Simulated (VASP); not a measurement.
Pd, 2 atoms in the cell. Symmetry: Fd-3m, No. 227, cubic system. Conventional cell: a = 5.808 Å, b = 5.808 Å, c = 5.808 Å, α = 90.00°, β = 90.00°, γ = 90.00°. Pd (site symmetry -43m) has 4 Pd at 2.52 Å within 3.3 Å. This isn't the form of Pd at room conditions, which is fcc.

| Quantity | Value |
| --- | --- |
| Program | VASP 6.6.1 |
| Task | single point |
| Functional | PBE |
| Potentials or basis | VASP PAW PBE potentials, release 64 (Pd) |
| Cutoff | 520 eV |
| k mesh | 8 × 8 × 8 |
| Occupations | fermi-dirac, width 0.136057 eV |
| Spin | no spin polarisation |
| Dipole correction | no |
| Further INCAR settings | ALGO = Normal; EDIFF = 1e-07; NBANDS = 17 |

Potentials or basis: VASP PAW PBE potentials, release 64 (Pd).

Run with:

```sh
$ cat potpaw_PBE.64/Pd/POTCAR > POTCAR
$ mpirun -np 1 vasp_std > vasp.out
```

Hardware: 1 thread of Intel Xeon 8259CL (shared host).

Estimate the wall time of this run.

It took 15 s on 1 thread of Intel Xeon 8259CL, on a shared host, peak memory 0.17 GiB. Counts: scf iterations 12, k points 29.
